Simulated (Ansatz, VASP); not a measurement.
**One calculation of InP, two programs**

File INCAR:

```
SYSTEM = InP
  ALGO = Normal
  EDIFF = 1E-7
  ENCUT = 520
  GGA = PE
  ISIF = 2
  ISMEAR = 0
  LASPH = .True.
  LCHARG = .True.
  LELF = .True.
  LREAL = .False.
  LVHAR = .True.
  LWAVE = .False.
  NBANDS = 16
  NELM = 60
  PREC = Accurate
  SIGMA = 0.15
```

The input KPOINTS:

```
k-points
0
Gamma
  20 20 20
  0 0 0
```

POSCAR

```
InP
1.0
    0.0000000000      2.6481042507      2.8697505765
    2.6481042507      0.0000000000      2.8697505765
    2.6481042507      2.6481042507      0.0000000000
In P
1 1
Direct
    0.0000000000      0.0000000000      0.0000000000
    0.5000000000      0.5000000000      0.5000000000
```

Input for Ansatz:

```yaml
crystal:
  lattice:
    - [0.0, 2.6481042507, 2.8697505765]
    - [2.6481042507, 0.0, 2.8697505765]
    - [2.6481042507, 2.6481042507, 0.0]
  atoms:
    - { symbol: In, position: [0.0, 0.0, 0.0] }
    - { symbol: P, position: [0.5, 0.5, 0.5] }
basis:
  ecutwfc: 420
kpoints:
  mp_grid: { grid: [20, 20, 20] }
hamiltonian:
  xc: pbe
scf:
  occupations: { method: gaussian, width: 0.15 }
output:
  forces: true
  stress: true
  eigenvalues: true
```

Alike in both runs: task single point; functional PBE; k mesh 20 × 20 × 20; occupations gaussian, width 0.15 eV; no spin polarisation.

```csv
,VASP,Ansatz
version,VASP 6.6.1,Ansatz 0.2.0
potentials or method,"VASP PAW PBE potentials, release 64 (In_d, P), cutoff 520 eV","scalar-relativistic, plane waves, PAW"
valence electrons in the cell,18,18
```

```csv
,VASP,Ansatz,Ansatz less VASP
gap on the k mesh at the Fermi level (eV),none,none,-
pressure (GPa),5.6,5.6,+0.05
"traceless stress, the component that is largest in VASP (GPa)",-6.35,-6.37,-0.029
```

A gap of «none» marks a metal or a gap that the smearing closes. The functional is the same, so the differences come from potentials, cutoffs and numerics.
